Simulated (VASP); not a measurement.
# P (Pm-3m) in VASP: a series of runs, part 2 of 2

VASP 6.6.1. Earlier steps stand in the parts before.

**3. Single point, BLYP (volume scaled by 1.12)**

INCAR reads:

```
SYSTEM = P
PREC = Accurate ; ENCUT = 520
EDIFF = 1E-7 ; ISMEAR = -1
SIGMA = 0.1 ; LREAL = .False.
LASPH = .True. ; NELM = 80
ALGO = Normal ; ISIF = 2
LWAVE = .False. ; LCHARG = .False.
GGA = B5 ; ALDAX = 1.0
AGGAX = 1.0 ; AGGAC = 1.0
ALDAC = 0.0 ; NBANDS = 8
```

KPOINTS reads:

```
Automatic mesh
0
Gamma
  14 14 14
  0 0 0
```

POSCAR reads:

```
P
1.0
    2.6268973518      0.0000000000      0.0000000000
    0.0000000000      2.6268973518      0.0000000000
    0.0000000000      0.0000000000      2.6268973518
P
1
Direct
    0.0000000000      0.0000000000      0.0000000000
```

Potentials or basis: VASP PAW PBE potentials, release 64 (P).

Run with:

```sh
> cat potpaw_PBE.64/P/POTCAR > POTCAR
> mpirun -np 1 vasp_std > vasp.out
```

OUTCAR:

```text
SYSTEM = P
   PREC = Accurate
   ENCUT = 520
   EDIFF = 1E-7
   ISMEAR = -1
   LREAL = .False.
   LASPH = .True.
   NELM = 80
   ISIF = 2
   GGA = B5

 ion  position               nearest neighbor table
   1  0.000  0.000  0.000-

  LATTYP: Found a simple cubic cell.
 ALAT       =     2.6268973518

  Lattice vectors:

 A1 = (   2.6268973518,   0.0000000000,   0.0000000000)
 A2 = (   0.0000000000,   2.6268973518,   0.0000000000)
 A3 = (   0.0000000000,   0.0000000000,   2.6268973518)

Analysis of symmetry for initial positions (statically):
=====================================================================
 Subroutine PRICEL returns:
 Original cell was already a primitive cell.

 Routine SETGRP: Setting up the symmetry group for a
 simple cubic supercell.

 Subroutine GETGRP returns: Found 48 space group operations
[... 9 lines left out ...]

 Routine SETGRP: Setting up the symmetry group for a
 simple cubic supercell.

 Subroutine GETGRP returns: Found 48 space group operations
[... 11 lines left out ...]
                                     Primitive cell

  volume of cell :      18.1271

  direct lattice vectors                    reciprocal lattice vectors
     2.626897352  0.000000000  0.000000000     0.380677227  0.000000000  0.000000000
     0.000000000  2.626897352  0.000000000     0.000000000  0.380677227  0.000000000
     0.000000000  0.000000000  2.626897352     0.000000000  0.000000000  0.380677227

  length of vectors
     2.626897352  2.626897352  2.626897352     0.380677227  0.380677227  0.380677227

  position of ions in fractional coordinates (direct lattice)
     0.000000000  0.000000000  0.000000000

  ion indices of the primitive-cell ions
   primitive index   ion index
                 1           1

----------------------------------------------------------------------------------------

 KPOINTS: Automatic mesh

Automatic generation of k-mesh.
 Grid dimensions read from file:
 generate k-points for:   14   14   14

 Generating k-lattice:

  Cartesian coordinates                     Fractional coordinates (reciprocal lattice)
     0.027191231  0.000000000  0.000000000     0.071428571  0.000000000  0.000000000
     0.000000000  0.027191231  0.000000000     0.000000000  0.071428571  0.000000000
     0.000000000  0.000000000  0.027191231     0.000000000  0.000000000  0.071428571

  Length of vectors
     0.027191231  0.027191231  0.027191231

  Shift w.r.t. Gamma in fractional coordinates (k-lattice)
     0.000000000  0.000000000  0.000000000

 Subroutine IBZKPT returns following result:
 ===========================================

 Found    120 irreducible k-points:

 Following reciprocal coordinates:
            Coordinates               Weight
  0.000000  0.000000  0.000000      1.000000
  0.071429  0.000000  0.000000      6.000000
  0.142857  0.000000  0.000000      6.000000
  0.214286  0.000000  0.000000      6.000000
  0.285714  0.000000  0.000000      6.000000
  0.357143  0.000000  0.000000      6.000000
[... 16 lines left out ...]
  0.285714  0.214286  0.000000     24.000000
  0.357143  0.214286  0.000000     24.000000
 [... further k-points ...]
   k-points           NKPTS =    120   k-points in BZ     NKDIM =    120   number of bands    NBANDS=      8
   number of dos      NEDOS =    301   number of ions     NIONS =      1
   total plane-waves  NPLWV =   8000
   dimension x,y,z NGX =    20 NGY =   20 NGZ =   20
   dimension x,y,z NGXF=    40 NGYF=   40 NGZF=   40
   ions per type =               1
   NGX,Y,Z   is equivalent  to a cutoff of  12.66, 12.66, 12.66 a.u.
   NGXF,Y,Z  is equivalent  to a cutoff of  25.31, 25.31, 25.31 a.u.
 SYSTEM =  P
   PREC   = accura    normal or accurate (medium, high low for compatibility)
   ISTART =      0    job   : 0-new  1-cont  2-samecut
   ICHARG =      2    charge: 1-file 2-atom 10-const
   ISPIN  =      1    spin polarized calculation?
   LNONCOLLINEAR =      F non collinear calculations
   LSORBIT =      F    spin-orbit coupling
   LASPH  =      T    aspherical Exc in radial PAW
   ENCUT  =  520.0 eV  38.22 Ry    6.18 a.u.   4.88  4.88  4.88*2*pi/ulx,y,z
   NELM   =     80;   NELMIN=  2; NELMDL= -5     # of ELM steps
   EDIFF  = 0.1E-06   stopping-criterion for ELM
   LREAL  =      F    real-space projection
   EDIFFG = 0.1E-05   stopping-criterion for IOM
   NSW    =      0    number of steps for IOM
   IBRION =     -1    ionic relax: 0-MD 1-quasi-New 2-CG
   NFREE  =      0    steps in history (QN), initial steepest desc. (CG)
   ISIF   =      2    stress and relaxation
   ISYM   =      2    0-nonsym 1-usesym 2-fastsym
   POTIM  = 0.5000    time-step for ionic-motion
   TEBEG  =    0.0;   TEEND  =   0.0 temperature during run
   PSTRESS=    0.0 pullay stress
   NELECT =       5.0000    total number of electrons
   NUPDOWN=      -1.0000    fix difference up-down
   EMIN   =  10.00;   EMAX   =-10.00  energy-range for DOS
   EFERMI =   0.00;   METHOD = LEGACY
   ISMEAR =    -1;   SIGMA  =   0.10  broadening in eV -4-tet -1-fermi 0-gaus
   EFERMI_NEDOS =   21; number of points for ismear=-14 and -15
   IALGO  =     38    algorithm
   IMIX   =      4    mixing-type and parameters
     AMIX     =   0.40;   BMIX     =  1.00
     AMIX_MAG =   1.60;   BMIX_MAG =  1.00
  volume/ion in A,a.u.               =      18.13       122.33
  Fermi-wavevector in a.u.,A,eV,Ry     =   1.065668  2.013820 15.451419  1.135647
  Thomas-Fermi vector in A             =   2.201227
   LORBIT       =      0    0 simple, 1 ext, 2 COOP (PROOUT), +10 PAW based schemes
   GGA     = B5    functional components
   LHFCALC =     F    Hartree Fock is set to
   AEXX    =    0.0000 exact exchange contribution
   IVDW    =     0    specifies the selected vdW correction
   LEPSILON=     F    determine dielectric tensor
   LRPA    =     F    only Hartree local field effects (RPA)
 non-spin polarized calculation
  energy-cutoff  :      520.00
  volume of cell :       18.13
 maximum number of plane-waves:       500
 NGX is ok and might be reduce to    20
   NGX =  9   NGY =  9   NGZ =  9

 number of electron       5.0000002 magnetization

 Free energy of the ion-electron system (eV)
  ---------------------------------------------------
  ext. energy  EPLUGINS =         0.00000000
  ---------------------------------------------------
  free energy    TOTEN  =        -4.30119017 eV

  energy without entropy =       -4.28602842  energy(sigma->0) =       -4.29360929

 E-fermi :   7.1105     XC(G=0):  -9.6291

 val. band max:        7.1095677185   @ k =   0.2857   0.2143   0.0000
 cond. band min:       7.1549758594   @ k =   0.4286   0.4286   0.3571
 fundamental gap:      0.0454081409
 Fermi energy:         7.1105201494

 k-point     1 :       0.0000    0.0000    0.0000
  band No.  band energies     occupation
      1      -7.1977      2.00000
      2      11.0736      0.00000
      3      11.0736      0.00000
      4      11.0736      0.00000
      5      14.4262      0.00000
      6      14.4262      0.00000
      7      19.4470      0.00000
      8      29.0197      0.00000

 k-point     2 :       0.0714    0.0000    0.0000
  band No.  band energies     occupation
      1      -7.1025      2.00000
      2       9.8686      0.00000
      3      11.1441      0.00000
      4      11.1441      0.00000
      5      14.5026      0.00000
      6      15.5111      0.00000
      7      19.7947      0.00000
      8      28.2867      0.00000

 k-point     3 :       0.1429    0.0000    0.0000
  band No.  band energies     occupation
      1      -6.8192      2.00000
      2       7.8336      0.00145
      3      11.3510      0.00000
      4      11.3510      0.00000
      5      14.7261      0.00000
      6      17.0399      0.00000
      7      20.9503      0.00000
      8      26.7184      0.00000
[... 210 lines left out ...]
 k-point    23 :       0.2857    0.2143    0.0000
  band No.  band energies     occupation
      1      -4.8975      2.00000
      2       4.5711      2.00000
      3       7.1096      1.00476
      4      12.6747      0.00000
      5      17.2510      0.00000
      6      18.5178      0.00000
      7      23.7691      0.00000
      8      23.9853      0.00000

 k-point    24 :       0.3571    0.2143    0.0000
  band No.  band energies     occupation
      1      -4.1703      2.00000
      2       2.9550      2.00000
      3       7.6282      0.01123
      4      13.1002      0.00000
      5      16.1537      0.00000
      6      18.8024      0.00000
      7      22.7053      0.00000
      8      24.5385      0.00000

 [... further k-points ...]

------------------------ aborting loop because EDIFF is reached ----------------------------------------

  FORCE on cell =-STRESS in cart. coord.  units (eV):
  Direction    XX          YY          ZZ          XY          YZ          ZX
  --------------------------------------------------------------------------------------
  -------------------------------------------------------------------------------------
  Total       -0.8001553     -0.8001553     -0.8001553     -0.0000000     -0.0000000     -0.0000000
  in kB      -70.7221643    -70.7221643    -70.7221643     -0.0000000     -0.0000000     -0.0000000
  external PRESSURE =     -70.7221643 kB  Pullay stress =       0.0000000 kB

 VOLUME and BASIS-vectors are now :
 -----------------------------------------------------------------------------
  energy-cutoff  :      520.00
  volume of cell :       18.13
      direct lattice vectors                 reciprocal lattice vectors
     2.626897352  0.000000000  0.000000000     0.380677227  0.000000000  0.000000000
     0.000000000  2.626897352  0.000000000     0.000000000  0.380677227  0.000000000
     0.000000000  0.000000000  2.626897352     0.000000000  0.000000000  0.380677227

 POSITION                                       TOTAL-FORCE (eV/Angst)
 -----------------------------------------------------------------------------------
      0.00000      0.00000      0.00000         0.000000      0.000000      0.000000
 -----------------------------------------------------------------------------------
    total drift:                                0.000000     -0.000000      0.000000

  FREE ENERGIE OF THE ION-ELECTRON SYSTEM (eV)
  ---------------------------------------------------
  free  energy   TOTEN  =        -4.3011901672 eV

  energy  without entropy=       -4.2860284188  energy(sigma->0) =       -4.29360929
```

OSZICAR:

```text
N       E                     dE             d eps       ncg     rms          rms(c)
DAV:   1     0.174785430336E+01    0.17479E+01   -0.19157E+03  1984   0.434E+02
DAV:   2    -0.421167901574E+01   -0.59595E+01   -0.56842E+01  2768   0.491E+01
DAV:   3    -0.428342340862E+01   -0.71744E-01   -0.71653E-01  2248   0.569E+00
DAV:   4    -0.428358322891E+01   -0.15982E-03   -0.15982E-03  3088   0.294E-01
DAV:   5    -0.428358338212E+01   -0.15321E-06   -0.15316E-06  2264   0.465E-03    0.250E+00
DAV:   6    -0.429352584993E+01   -0.99425E-02   -0.34715E-03  2408   0.393E-01    0.153E+00
DAV:   7    -0.430110693100E+01   -0.75811E-02   -0.84613E-03  2016   0.638E-01    0.103E-01
DAV:   8    -0.430118491621E+01   -0.77985E-04   -0.16571E-04  2584   0.981E-02    0.219E-02
DAV:   9    -0.430119019148E+01   -0.52753E-05   -0.63763E-06  2400   0.212E-02    0.676E-03
DAV:  10    -0.430119020702E+01   -0.15543E-07   -0.14166E-06  2328   0.598E-03    0.159E-03
DAV:  11    -0.430119016723E+01    0.39790E-07   -0.20834E-08  2048   0.119E-03
   1 F= -.43011902E+01 E0= -.42936093E+01  d E =-.151617E-01
```

It took 8.1 s on 1 thread of Intel Xeon Platinum 8375C at 2.90GHz (Ice Lake), shared host; peak memory 0.12 GiB.

Results:

```
Free energy : -4.3012 eV
Pressure    : -7.1 GPa
```

Levels at points of the mesh, in eV from the Fermi level:
| k point | band 1 | band 2 | band 3 | band 4 | band 5 | band 6 | band 7 |
| --- | --- | --- | --- | --- | --- | --- | --- |
| (0.00, 0.00, 0.00) | -14.31 | 3.96 | 3.96 | 3.96 | 7.32 | 7.32 | 12.34 |
| (0.50, 0.00, 0.00) | -11.10 | -6.66 | 5.91 | 5.91 | 9.37 | 13.77 | 13.77 |
| (0.50, 0.50, 0.00) | -7.73 | -4.11 | -4.11 | 2.68 | 7.68 | 14.86 | 15.79 |
| (0.50, 0.50, 0.50) | -3.88 | -1.83 | -1.83 | -1.83 | 5.71 | 5.71 | 5.71 |

Caveat: the cell differs from its parent crystal (volume scaled by 1.12); the PAW data sets were made with another functional, which shifts forces and pressure a little.

**4. Single point, BLYP**

This run uses another cell than the first one, of 16.18 Å³/atom, 0.926 times its volume.

INCAR reads:

```
PREC = Accurate
ENCUT = 520
EDIFF = 1E-6
ISMEAR = -1
SIGMA = 0.1
LREAL = False
LASPH = True
NELM = 60
ALGO = Normal
ISIF = 2
LWAVE = False
LCHARG = False
GGA = B5
ALDAX = 1.0
AGGAX = 1.0
AGGAC = 1.0
ALDAC = 0.0
NBANDS = 8
```

KPOINTS reads:

```
regular mesh
0
Gamma
  20 20 20
```

POSCAR reads:

```
P
1.0
    2.5295140450      0.0000000000      0.0000000000
    0.0000000000      2.5295140450      0.0000000000
    0.0000000000      0.0000000000      2.5295140450
P
1
Direct
    0.0000000000      0.0000000000      0.0000000000
```

Run with:

```sh
> cat potpaw_PBE.64/P/POTCAR > POTCAR
> mpirun -np 1 vasp_std > vasp.out
```

It took 14 s on 1 thread of Intel Xeon Platinum 8375C at 2.90GHz (Ice Lake), shared host; peak memory 0.14 GiB.

The run converged. Its results:

```yaml
Free_energy: -4.3450 eV
Pressure: 0.1 GPa
```

Levels at points of the mesh, in eV from the Fermi level:
| k point | band 1 | band 2 | band 3 | band 4 | band 5 | band 6 | band 7 | band 8 |
| --- | --- | --- | --- | --- | --- | --- | --- | --- |
| (0.00, 0.00, 0.00) | -15.44 | 4.37 | 4.37 | 4.37 | 7.03 | 7.03 | 13.42 | 23.09 |
| (0.50, 0.00, 0.00) | -11.73 | -7.66 | 6.70 | 6.70 | 9.29 | 14.07 | 14.07 | 16.22 |
| (0.50, 0.50, 0.00) | -7.75 | -4.75 | -4.75 | 1.96 | 8.82 | 15.82 | 16.31 | 16.31 |
| (0.50, 0.50, 0.50) | -3.01 | -2.13 | -2.13 | -2.13 | 5.26 | 5.26 | 5.26 | 11.56 |

Caveat: the PAW data sets were made with another functional, which shifts forces and pressure a little.

**5. The runs side by side**

| cell | k mesh | gap on the mesh (eV) | pressure (GPa) |
| --- | --- | --- | --- |
| a = 2.595 Å, 1 atom | 14 × 14 × 14 | none | -5.4 |
| a = 2.627 Å, 1 atom | 14 × 14 × 14 | none | -7.1 |
| a = 2.530 Å, 1 atom | 20 × 20 × 20 | none | 0.1 |

Alike in all rows: task single point; level BLYP; potentials or basis VASP PAW PBE potentials, release 64 (P); no spin polarisation; cutoff (eV) 520; smearing fermi-dirac 0.1 eV.

Caveats: the PAW data sets were made with another functional, which shifts forces and pressure a little.

Total energies depend on the potentials used, so only differences within one code and one set of settings carry meaning.
